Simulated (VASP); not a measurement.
# HgTe (F-43m) in VASP: further runs, part 2 of 2

VASP 6.6.1. The steps go on from the part before.

### Step 4. Single point, r2SCAN0

This run uses another cell than the first one, of 33.22 Å³/atom.

POSCAR reads:

```
HgTe
1.0
    0.0000000000      3.2145000000      3.2145000000
    3.2145000000      0.0000000000      3.2145000000
    3.2145000000      3.2145000000      0.0000000000
Hg Te
1 1
Direct
    0.0000000000      0.0000000000      0.0000000000
    0.7500000000      0.7500000000      0.7500000000
```

INCAR.step1 reads:

```
SYSTEM = HgTe
ALGO = Normal ; EDIFF = 1E-5
ENCUT = 520 ; GGA = PE
ISIF = 2 ; ISMEAR = -1
LASPH = .True. ; LCHARG = .False.
LREAL = .False. ; LWAVE = .True.
NBANDS = 16 ; NELM = 60
PREC = Accurate ; SIGMA = 0.05
```

INCAR.step2 reads:

```
SYSTEM = HgTe
AEXX = 0.25 ; ALGO = Normal
EDIFF = 1E-7 ; ENCUT = 520
ISIF = 2 ; ISMEAR = -1
ISTART = 1 ; LASPH = .True.
LCHARG = .False. ; LHFCALC = .True.
LMIXTAU = .True. ; LREAL = .False.
LWAVE = .False. ; METAGGA = R2SCAN
NBANDS = 16 ; NELM = 60
PREC = Accurate ; PRECFOCK = Normal
SIGMA = 0.05
```

KPOINTS reads:

```
k-points
0
Gamma
  4 4 4
  0 0 0
```

Potentials or basis: VASP PAW PBE potentials, release 64 (Hg, Te).

Started as:

```console
$ cat potpaw_PBE.64/Hg/POTCAR potpaw_PBE.64/Te/POTCAR > POTCAR
$ cp INCAR.step1 INCAR
$ mpirun -np 1 vasp_std > vasp.out
$ cp INCAR.step2 INCAR
$ mpirun -np 1 vasp_std > vasp.out
```

OUTCAR:

```text
SYSTEM = HgTe
   AEXX = 0.25
   EDIFF = 1E-7
   ENCUT = 520
   ISIF = 2
   ISMEAR = -1
   ISTART = 1
   LASPH = .True.
   LHFCALC = .True.
   LREAL = .False.
   METAGGA = R2SCAN
   NELM = 60
   PREC = Accurate
   PRECFOCK = Normal

 ion  position               nearest neighbor table
   1  0.000  0.000  0.000-   2 2.78   2 2.78   2 2.78   2 2.78
   2  0.750  0.750  0.750-   1 2.78   1 2.78   1 2.78   1 2.78

  LATTYP: Found a face centered cubic cell.
 ALAT       =     6.4290000000

  Lattice vectors:

 A1 = (   0.0000000000,   3.2145000000,   3.2145000000)
 A2 = (   3.2145000000,   0.0000000000,   3.2145000000)
 A3 = (   3.2145000000,   3.2145000000,   0.0000000000)

Analysis of symmetry for initial positions (statically):
=====================================================================
 Subroutine PRICEL returns:
 Original cell was already a primitive cell.

 Routine SETGRP: Setting up the symmetry group for a
 face centered cubic supercell.

 Subroutine GETGRP returns: Found 24 space group operations
 (whereof 24 operations were pure point group operations)
 out of a pool of 48 trial point group operations.

The static configuration has the point symmetry T_d .

Analysis of symmetry for dynamics (positions and initial velocities):
=====================================================================
 Subroutine PRICEL returns:
 Original cell was already a primitive cell.

 Routine SETGRP: Setting up the symmetry group for a
 face centered cubic supercell.

 Subroutine GETGRP returns: Found 24 space group operations
 (whereof 24 operations were pure point group operations)
 out of a pool of 48 trial point group operations.

The dynamic configuration has the point symmetry T_d .

 Subroutine INISYM returns: Found 24 space group operations
 (whereof 24 operations are pure point group operations),
 and found     1 'primitive' translations
[... 101 lines left out ...]
  Thomas-Fermi vector in A             =   2.194699
   LORBIT       =      0    0 simple, 1 ext, 2 COOP (PROOUT), +10 PAW based schemes
   METAGGA = R2SCAN    functional components
   LHFCALC =     T    Hartree Fock is set to
   PRECFOCK=normal    Normal, Fast or Accurate (Low or Medium for compatibility)
   ENCUT4O =  -1.0   cutoff for four orbital integrals eV
   NKREDX  =     1    reduce k-point grid by
   NKREDY  =     1    reduce k-point grid by
   NKREDZ  =     1    reduce k-point grid by
   AEXX    =    0.2500 exact exchange contribution
   HFSCREEN=    0.0000 screening length (either q_TF or 0.3 A-1)
   HFSCREENC=   0.0000 screening length for correlation (either q_TF or 0.3 A-1)
   ENCUTFOCK=  -1.0 apply spherical cutoff to Coloumb kernel
   IVDW    =     0    specifies the selected vdW correction
   LEPSILON=     F    determine dielectric tensor
   LRPA    =     F    only Hartree local field effects (RPA)
 non-spin polarized calculation
  energy-cutoff  :      520.00
  volume of cell :       66.43
 maximum number of plane-waves:      1812
 NGX is ok and might be reduce to    36
  NGX = 28; NGY = 28; NGZ = 28

 number of electron      18.0000000 magnetization

 Free energy of the ion-electron system (eV)
  ---------------------------------------------------
  ext. energy  EPLUGINS =         0.00000000
  ---------------------------------------------------
  free energy    TOTEN  =       -59.34237837 eV

  energy without entropy =      -59.34236930  energy(sigma->0) =      -59.34237384

 E-fermi :   2.7778     XC(G=0):  -7.3483

 val. band max:        2.3174338619   @ k =   0.0000   0.0000   0.0000
 cond. band min:       3.1832700176   @ k =   0.0000   0.0000   0.0000
 fundamental gap:      0.8658361557
 Fermi energy:         2.7778227267

 k-point     1 :       0.0000    0.0000    0.0000
  band No.  band energies     occupation
      1     -11.1798      2.00000
      2      -6.5052      2.00000
      3      -6.5052      2.00000
      4      -6.5052      2.00000
      5      -5.9201      2.00000
      6      -5.9201      2.00000
[... 129 lines left out ...]
      3      -6.2127      2.00000
      4      -5.9810      2.00000
      5      -5.9503      2.00000
      6      -5.1594      2.00000
[... 8 lines left out ...]
     15      15.5935      0.00000
     16      15.7254      0.00000

------------------------ aborting loop because EDIFF is reached ----------------------------------------

  FORCE on cell =-STRESS in cart. coord.  units (eV):
  Direction    XX          YY          ZZ          XY          YZ          ZX
  --------------------------------------------------------------------------------------
  -------------------------------------------------------------------------------------
  Total        0.8996591      0.8996591      0.8996591      0.0000000      0.0000000      0.0000000
  in kB       21.6979275     21.6979275     21.6979275      0.0000000      0.0000000      0.0000000
  external PRESSURE =      21.6979275 kB  Pullay stress =       0.0000000 kB

 VOLUME and BASIS-vectors are now :
 -----------------------------------------------------------------------------
  energy-cutoff  :      520.00
  volume of cell :       66.43
      direct lattice vectors                 reciprocal lattice vectors
     0.000000000  3.214500000  3.214500000    -0.155545186  0.155545186  0.155545186
     3.214500000  0.000000000  3.214500000     0.155545186 -0.155545186  0.155545186
     3.214500000  3.214500000  0.000000000     0.155545186  0.155545186 -0.155545186

 POSITION                                       TOTAL-FORCE (eV/Angst)
 -----------------------------------------------------------------------------------
      0.00000      0.00000      0.00000         0.000000      0.000000      0.000000
      4.82175      4.82175      4.82175        -0.000000     -0.000000     -0.000000
 -----------------------------------------------------------------------------------
    total drift:                                0.000062      0.000061      0.000039

  FREE ENERGIE OF THE ION-ELECTRON SYSTEM (eV)
  ---------------------------------------------------
  free  energy   TOTEN  =       -59.3423783738 eV

  energy  without entropy=      -59.3423692964  energy(sigma->0) =      -59.34237384
```

OSZICAR.step1:

```text
N       E                     dE             d eps       ncg     rms          rms(c)
DAV:   1     0.103898574161E+03    0.10390E+03   -0.83223E+03   256   0.991E+02
DAV:   2    -0.196767513346E-01   -0.10392E+03   -0.97606E+02   280   0.230E+02
DAV:   3    -0.365478503339E+01   -0.36351E+01   -0.36251E+01   304   0.440E+01
DAV:   4    -0.368803576401E+01   -0.33251E-01   -0.33247E-01   376   0.380E+00
DAV:   5    -0.368812253397E+01   -0.86770E-04   -0.86770E-04   336   0.182E-01    0.797E+00
DAV:   6    -0.347102780550E+01    0.21709E+00   -0.42622E-01   288   0.875E+00    0.625E+00
DAV:   7    -0.346238515612E+01    0.86426E-02   -0.11284E-01   280   0.227E+00    0.226E+00
DAV:   8    -0.346173296975E+01    0.65219E-03   -0.12310E-02   312   0.127E+00    0.579E-01
DAV:   9    -0.346180802625E+01   -0.75056E-04   -0.78967E-04   304   0.329E-01    0.144E-01
DAV:  10    -0.346185084030E+01   -0.42814E-04   -0.10302E-04   280   0.882E-02    0.495E-02
DAV:  11    -0.346187253733E+01   -0.21697E-04   -0.46938E-05   288   0.508E-02    0.427E-02
DAV:  12    -0.346187000418E+01    0.25331E-05   -0.49249E-06   224   0.204E-02
   1 F= -.34618700E+01 E0= -.34603771E+01  d E =-.298574E-02
```

It took 11 min on 1 thread of Intel Xeon Platinum 8488C (Sapphire Rapids), shared host; peak memory 0.22 GiB.

What came out:

```
Free energy            : -59.3424 eV
Pressure               : 2.2 GPa
Band gap on the k mesh : 0.87 eV
```

Levels at points of the mesh, in eV from the valence-band top:
| k point | band 5 | band 6 | band 7 | band 8 | band 9 | band 10 | band 11 | band 12 | band 13 | band 14 |
| --- | --- | --- | --- | --- | --- | --- | --- | --- | --- | --- |
| (0.00, 0.00, 0.00) | -8.24 | -8.24 | 0.00 | 0.00 | 0.00 | 0.87 | 5.89 | 5.89 | 5.89 | 8.29 |
| (0.50, 0.00, 0.00) | -8.22 | -7.84 | -6.20 | -1.14 | -1.14 | 2.23 | 6.75 | 6.75 | 8.57 | 10.00 |
| (0.50, 0.50, 0.00) | -8.17 | -7.66 | -6.14 | -2.62 | -2.62 | 3.41 | 3.88 | 10.39 | 11.24 | 11.24 |

Caveat: the k points lie up to 0.42 Å⁻¹ apart; the PAW data sets were made with another functional, which shifts forces and pressure a little; spin-orbit coupling is left out, which moves the levels of the heavy elements.

### Step 5. Single point, r2SCAN50

This run uses another cell than the first one, of 31.22 Å³/atom.

POSCAR reads:

```
HgTe
1.0
    0.0000000000      3.1488795465      3.1488795465
    3.1488795465      0.0000000000      3.1488795465
    3.1488795465      3.1488795465      0.0000000000
Hg Te
1 1
Direct
    0.0000000000      0.0000000000      0.0000000000
    0.7500000000      0.7500000000      0.7500000000
```

INCAR.step1 reads:

```
PREC = Accurate
ENCUT = 520
EDIFF = 1E-5
ISMEAR = -1
SIGMA = 0.05
LREAL = False
LASPH = True
NELM = 60
ALGO = Normal
ISIF = 2
LWAVE = True
LCHARG = False
GGA = PE
NBANDS = 16
```

INCAR.step2 reads:

```
PREC = Accurate
ENCUT = 520
EDIFF = 1E-6
ISMEAR = -1
SIGMA = 0.05
LREAL = False
LASPH = True
NELM = 60
ALGO = Normal
ISIF = 2
LWAVE = False
LCHARG = False
METAGGA = R2SCAN
LHFCALC = True
AEXX = 0.5
LMIXTAU = True
PRECFOCK = Normal
ISTART = 1
NBANDS = 16
```

KPOINTS reads:

```
Automatic mesh
0
Gamma
  4 4 4
```

Started as:

```console
$ cat potpaw_PBE.64/Hg/POTCAR potpaw_PBE.64/Te/POTCAR > POTCAR
$ cp INCAR.step1 INCAR
$ mpirun -np 1 vasp_std > vasp.out
$ cp INCAR.step2 INCAR
$ mpirun -np 1 vasp_std > vasp.out
```

Wall time 13 min (1 thread of Intel Xeon Platinum 8559C (Emerald Rapids), shared host); peak memory 0.22 GiB.

It converged, with:

| Quantity | Value |
| --- | --- |
| Free energy | -43.9050 eV |
| Pressure | 4.7 GPa |
| Band gap on the k mesh | 2.36 eV |

Levels at points of the mesh, in eV from the valence-band top:
```
           k point  band 5  band 6  band 7  band 8  band 9  band 10  band 11  band 12  band 13  band 14
(0.00, 0.00, 0.00)   -9.56   -9.56    0.00    0.00    0.00     2.36     7.21     7.21     7.21     9.89
(0.50, 0.00, 0.00)   -9.54   -9.05   -7.11   -1.37   -1.37     3.59     8.16     8.16    10.01    11.91
(0.50, 0.50, 0.00)   -9.49   -8.82   -6.95   -3.13   -3.13     4.77     4.96    12.41    13.32    13.32
```

Caveat: the k points lie up to 0.43 Å⁻¹ apart; the PAW data sets were made with another functional, which shifts forces and pressure a little; spin-orbit coupling is left out, which moves the levels of the heavy elements.

### Step 6. Summary

```csv
level,cell,share of exact exchange,gap on the mesh (eV),pressure (GPa)
r2SCAN0,"a = 4.485 Å, angles 60.0°, 2 atoms",0.25,1.00,4.7
r2SCAN0,"a = 4.515 Å, angles 60.0°, 2 atoms",0.25,0.93,3.3
r2SCAN0,"a = 4.546 Å, angles 60.0°, 2 atoms",0.25,0.87,2.2
r2SCAN50,"a = 4.453 Å, angles 60.0°, 2 atoms",0.5,2.36,4.7
```

Alike in all rows: task single point; potentials or basis VASP PAW PBE potentials, release 64 (Hg, Te); no spin polarisation; k mesh 4 × 4 × 4; cutoff (eV) 520; smearing fermi-dirac 0.05 eV.

Caveats: all runs use coarse meshes; the PAW data sets were made with another functional, which shifts forces and pressure a little; spin-orbit coupling is left out, which moves the levels of the heavy elements.

Total energies depend on the potentials used, so only differences within one code and one set of settings carry meaning.
